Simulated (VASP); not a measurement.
# CsCl (Pm-3m) in VASP: settings compared, part 2 of 2

VASP 6.6.1. Earlier steps stand in the parts before.

### 3 Single point, HSE06

File POSCAR:

```
CsCl
1.0
    4.1406758997      0.0000000000      0.0000000000
    0.0000000000      4.1406758997      0.0000000000
    0.0000000000      0.0000000000      4.1406758997
Cs Cl
1 1
Direct
    0.0000000000      0.0000000000      0.0000000000
    0.5000000000      0.5000000000      0.5000000000
```

File INCAR.step1:

```
ALGO = Normal ; EDIFF = 1E-5
ENCUT = 400 ; GGA = PE
GGA_COMPAT = F ; ISIF = 2
ISMEAR = 0 ; ISYM = 0
LASPH = T ; LCHARG = F
LREAL = F ; LWAVE = T
NBANDS = 15 ; NELM = 120
PREC = Accurate ; SIGMA = 0.01
```

File INCAR.step2:

```
ALGO = Normal ; EDIFF = 1E-6
ENCUT = 400 ; GGA = PE
GGA_COMPAT = F ; HFSCREEN = 0.2079
ISIF = 2 ; ISMEAR = 0
ISTART = 1 ; ISYM = 0
LASPH = T ; LCHARG = F
LHFCALC = T ; LREAL = F
LWAVE = F ; NBANDS = 15
NELM = 120 ; PREC = Accurate
PRECFOCK = Normal ; SIGMA = 0.01
```

File KPOINTS:

```
k-points
0
Gamma
  4 4 4
```

Potentials or basis: VASP PAW PBE potentials, release 64 (Cs_sv, Cl).

Started as:

```sh
> cat potpaw_PBE.64/Cs_sv/POTCAR potpaw_PBE.64/Cl/POTCAR > POTCAR
> cp INCAR.step1 INCAR
> mpirun -np 1 vasp_std > vasp.out
> cp INCAR.step2 INCAR
> mpirun -np 1 vasp_std > vasp.out
```

Run time: 19 min. Hardware: 1 thread of Intel Xeon 8259CL, shared host; peak memory 0.29 GiB.

It converged, with:

| Item | Value |
| --- | --- |
| Free energy | -7.6261 eV |
| Pressure | 0.4 GPa |
| Band gap on the k mesh | 6.51 eV |

Levels at points of the mesh, in eV from the valence-band top:
```
           k point  band 4  band 5  band 6  band 7  band 8  band 9  band 10  band 11  band 12  band 13
(0.00, 0.00, 0.00)   -6.09   -6.09    0.00    0.00    0.00    6.51     6.68     6.68    11.55    11.55
(0.50, 0.00, 0.00)   -5.93   -5.93   -1.19   -0.24   -0.24    7.76     8.96    10.18    10.61    10.98
(0.00, 0.50, 0.00)   -5.93   -5.93   -1.19   -0.24   -0.24    7.76     8.96    10.18    10.61    10.98
(0.00, 0.00, 0.50)   -5.93   -5.93   -1.19   -0.24   -0.24    7.76     8.96    10.18    10.61    10.98
(0.50, 0.50, 0.00)   -6.88   -5.85   -0.45   -0.45   -0.06    7.25     7.33     9.38     9.38    13.35
(0.00, 0.50, 0.50)   -6.88   -5.85   -0.45   -0.45   -0.06    7.25     7.33     9.38     9.38    13.35
(0.50, 0.00, 0.50)   -6.88   -5.85   -0.45   -0.45   -0.06    7.25     7.33     9.38     9.38    13.35
(0.50, 0.50, 0.50)   -6.62   -6.62   -1.12   -1.12   -1.12    9.91     9.91     9.91    11.87    11.87
```

Caveat: the PAW data sets were made with another functional, which shifts forces and pressure a little; spin-orbit coupling is left out, which moves the levels of the heavy elements.

### 4 Single point, PBE

File INCAR:

```
  ALGO = Normal
  EDIFF = 1E-6
  ENCUT = 500
  GGA = PE
  GGA_COMPAT = F
  ISIF = 2
  ISMEAR = 0
  LASPH = T
  LCHARG = T
  LELF = T
  LREAL = F
  LVHAR = T
  LWAVE = F
  NBANDS = 15
  NELM = 120
  PREC = Accurate
  SIGMA = 0.01
```

File KPOINTS:

```
k-points
0
Gamma
  2 2 2
```

POSCAR is that of step 3.

Potentials or basis: VASP PAW PBE potentials, release 64 (Cs_sv, Cl).

Started as:

```sh
> cat potpaw_PBE.64/Cs_sv/POTCAR potpaw_PBE.64/Cl/POTCAR > POTCAR
> mpirun -np 1 vasp_std > vasp.out
```

OUTCAR:

```text
EDIFF = 1E-6
   ENCUT = 500
   GGA = PE
   ISIF = 2
   ISMEAR = 0
   LASPH = T
   LREAL = F
   NELM = 120
   PREC = Accurate

 ion  position               nearest neighbor table
   1  0.000  0.000  0.000-
   2  0.500  0.500  0.500-

  LATTYP: Found a simple cubic cell.
 ALAT       =     4.1406758997

  Lattice vectors:

 A1 = (   4.1406758997,   0.0000000000,   0.0000000000)
 A2 = (   0.0000000000,   4.1406758997,   0.0000000000)
[... 233 lines left out ...]

------------------------ aborting loop because EDIFF is reached ----------------------------------------

  FORCE on cell =-STRESS in cart. coord.  units (eV):
  Direction    XX          YY          ZZ          XY          YZ          ZX
  --------------------------------------------------------------------------------------
  -------------------------------------------------------------------------------------
  Total        0.7205653      0.7205653      0.7205653      0.0000000      0.0000000      0.0000000
  in kB       16.2618598     16.2618598     16.2618598      0.0000000      0.0000000      0.0000000
  external PRESSURE =      16.2618598 kB  Pullay stress =       0.0000000 kB

 VOLUME and BASIS-vectors are now :
 -----------------------------------------------------------------------------
  energy-cutoff  :      500.00
  volume of cell :       70.99
      direct lattice vectors                 reciprocal lattice vectors
     4.140675900  0.000000000  0.000000000     0.241506465  0.000000000  0.000000000
     0.000000000  4.140675900  0.000000000     0.000000000  0.241506465  0.000000000
     0.000000000  0.000000000  4.140675900     0.000000000  0.000000000  0.241506465

 POSITION                                       TOTAL-FORCE (eV/Angst)
 -----------------------------------------------------------------------------------
      0.00000      0.00000      0.00000         0.000000      0.000000      0.000000
      2.07034      2.07034      2.07034         0.000000      0.000000      0.000000
 -----------------------------------------------------------------------------------
    total drift:                                0.000000      0.000000      0.000000

  FREE ENERGIE OF THE ION-ELECTRON SYSTEM (eV)
  ---------------------------------------------------
  free  energy   TOTEN  =        -6.4102426024 eV

  energy  without entropy=       -6.4102426024  energy(sigma->0) =       -6.41024260
```

OSZICAR:

```text
N       E                     dE             d eps       ncg     rms          rms(c)
DAV:   1     0.818348120051E+02    0.81835E+02   -0.63968E+03   120   0.861E+02
DAV:   2    -0.752203588578E+00   -0.82587E+02   -0.74624E+02   155   0.160E+02
DAV:   3    -0.679808346628E+01   -0.60459E+01   -0.60258E+01   169   0.470E+01
DAV:   4    -0.684958569934E+01   -0.51502E-01   -0.51498E-01   127   0.504E+00
DAV:   5    -0.685023123411E+01   -0.64553E-03   -0.64549E-03   169   0.573E-01    0.237E+00
DAV:   6    -0.645804817108E+01    0.39218E+00   -0.40397E-01   141   0.361E+00    0.165E+00
DAV:   7    -0.640881560667E+01    0.49233E-01   -0.14457E-01   148   0.209E+00    0.121E+00
DAV:   8    -0.641088969939E+01   -0.20741E-02   -0.23747E-02   120   0.996E-01    0.391E-01
DAV:   9    -0.640999289842E+01    0.89680E-03   -0.19892E-03   155   0.242E-01    0.172E-01
DAV:  10    -0.641025168253E+01   -0.25878E-03   -0.81613E-04   134   0.173E-01    0.265E-02
DAV:  11    -0.641024283948E+01    0.88431E-05   -0.10029E-05   155   0.193E-02    0.116E-02
DAV:  12    -0.641024260242E+01    0.23706E-06   -0.86515E-06   134   0.194E-02
   1 F= -.64102426E+01 E0= -.64102426E+01  d E =-.144022E-38
```

Wall time 5.1 s (1 thread of Intel Xeon Platinum 8488C (Sapphire Rapids), shared host); peak memory 0.16 GiB.

Results:

* Free energy: -6.4102 eV
* Pressure: 1.6 GPa
* Band gap on the k mesh: 5.17 eV

Levels at points of the mesh, in eV from the valence-band top:
| k point | band 4 | band 5 | band 6 | band 7 | band 8 | band 9 | band 10 | band 11 | band 12 | band 13 |
| --- | --- | --- | --- | --- | --- | --- | --- | --- | --- | --- |
| (0.00, 0.00, 0.00) | -5.96 | -5.96 | 0.00 | 0.00 | 0.00 | 5.17 | 5.36 | 5.36 | 9.92 | 9.92 |
| (0.50, 0.00, 0.00) | -5.82 | -5.82 | -1.15 | -0.23 | -0.23 | 6.35 | 7.51 | 8.77 | 9.25 | 9.40 |
| (0.50, 0.50, 0.00) | -6.70 | -5.74 | -0.43 | -0.43 | -0.05 | 5.89 | 5.97 | 7.91 | 7.91 | 11.81 |
| (0.50, 0.50, 0.50) | -6.47 | -6.47 | -1.07 | -1.07 | -1.07 | 8.40 | 8.40 | 8.40 | 10.41 | 10.41 |

Caveat: the k points lie up to 0.76 Å⁻¹ apart; spin-orbit coupling is left out, which moves the levels of the heavy elements.

### 5 Summary

```csv
level,k mesh,cutoff (eV),grid for exact exchange (PRECFOCK),share of exact exchange,screening parameter,gap on the mesh (eV),pressure (GPa)
PBE-based screened hybrid with 20 % exact exchange,4 × 4 × 4,400,Normal,0.2,0.5 1/Å,5.75,0.5
HSE06,4 × 4 × 4,400,Normal,0.25,0.2079 1/Å,6.51,0.4
PBE,2 × 2 × 2,500,-,-,-,5.17,1.6
```

Alike in all rows: task single point; potentials or basis VASP PAW PBE potentials, release 64 (Cs_sv, Cl); no spin polarisation; cell as given; smearing gaussian 0.01 eV.

Caveats: some runs use coarse meshes; spin-orbit coupling is left out, which moves the levels of the heavy elements; the PAW data sets were made with another functional, which shifts forces and pressure a little (at least some runs).

Total energies depend on the potentials used, so only differences within one code and one set of settings carry meaning.
